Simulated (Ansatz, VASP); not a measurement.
# ZnS in VASP and in Ansatz

Contents of INCAR:

```
PREC = Accurate
ENCUT = 600
EDIFF = 1E-6
ISMEAR = 0
SIGMA = 0.02
LREAL = F
LASPH = T
NELM = 60
ALGO = Normal
ISIF = 3
LWAVE = F
LCHARG = F
GGA = PS
IBRION = 2
NSW = 80
EDIFFG = -0.01
```

KPOINTS

```
regular mesh
0
Gamma
  12 12 6
```

File POSCAR:

```
ZnS
1.0
    3.8205435350      0.0000000000      0.0000000000
   -1.9102717675      3.3086877575      0.0000000000
    0.0000000000      0.0000000000      6.0835925024
Zn S
2 2
Direct
    0.6666666667      0.3333333333      0.4962629880
    0.3333333333      0.6666666667      0.9962629880
    0.3333333333      0.6666666667      0.3787360120
    0.6666666667      0.3333333333      0.8787360120
```

Input for Ansatz:

```yaml
crystal:
  lattice:
    - [3.820543535, 0.0, 0.0]
    - [-1.9102717675, 3.3086877575, 0.0]
    - [0.0, 0.0, 6.0835925024]
  atoms:
    - { symbol: Zn, position: [0.6666666667, 0.3333333333, 0.496262988] }
    - { symbol: Zn, position: [0.3333333333, 0.6666666667, 0.996262988] }
    - { symbol: S, position: [0.3333333333, 0.6666666667, 0.378736012] }
    - { symbol: S, position: [0.6666666667, 0.3333333333, 0.878736012] }
basis:
  ecutwfc: 420
kpoints:
  mp_grid: { grid: [12, 12, 6] }
hamiltonian:
  xc: pbesol
scf:
  occupations: { method: gaussian, width: 0.02 }
output:
  forces: true
  stress: true
  eigenvalues: true
  write_density: true
  write_potential: true
  elf: true
  volumetric_format: npy
relax:
  adjacent_minimum: "off"
  f_tol: 0.01
  max_steps: 60
  cell: { stress_tol: 0.1 }
```

Alike in both runs: task relaxation of cell and atoms; functional PBEsol; k mesh 12 × 12 × 6; occupations gaussian, width 0.02 eV; no spin polarisation.

|  | VASP | Ansatz |
| --- | --- | --- |
| version | VASP 6.6.1 | Ansatz 0.2.0 |
| potentials or method | VASP PAW PBE potentials, release 64 (Zn, S), cutoff 600 eV | scalar-relativistic, plane waves, PAW |
| valence electrons in the cell | 36 | 36 |

VASP gave:

* gap on the k mesh at the Fermi level, each at its own relaxed structure (eV): 2.15
* relaxed volume (Å³/atom): 19.28
* relaxed cell length with the largest relative difference (Å): 6.216

Question: Estimate Ansatz's values.

Answer: gap on the k mesh at the Fermi level, each at its own relaxed structure (eV): 2.16; relaxed volume (Å³/atom): 19.22; relaxed cell length with the largest relative difference (Å): 6.207.

VASP's potentials were made for PBE, not for PBEsol.
